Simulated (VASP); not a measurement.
Runs of VASP 6.6.1 on KTaO3. The structure is that of space group P4/mmm (No. 123), or close to it. The cells are those of the table. 

```csv
cell,gap on the mesh (eV),pressure (GPa)
"a = 3.895, b = 3.895, c = 4.395 Å, 5 atoms",1.80,-4.0
"a = 4.165, b = 4.165, c = 3.843 Å, 5 atoms",1.83,(a)
"a = 3.981, b = 3.981, c = 4.314 Å, 5 atoms",1.83,-10.7
"a = 4.200, b = 4.200, c = 3.876 Å, 5 atoms",1.78,-10.5
"a = 3.845, b = 3.845, c = 4.167 Å, 5 atoms",(b),(c)
```

Alike in all rows: task single point; level PBEsol; potentials or basis VASP PAW PBE potentials, release 64 (K_sv, Ta_pv, O); no spin polarisation; k mesh 8 × 8 × 8; cutoff (eV) 520; smearing gaussian 0.05 eV.

Task: Estimate the missing entries.

Result: (a) -6.5; (b) 2.04; (c) 9.4.

Caveats: the PAW data sets were made with another functional, which shifts forces and pressure a little; spin-orbit coupling is left out, which moves the levels of the heavy elements; the cell stands under tension (at least some runs); the cell stands under pressure (at least some runs).

A k mesh can miss the band edges, and the runs leave out spin-orbit coupling on Ta.
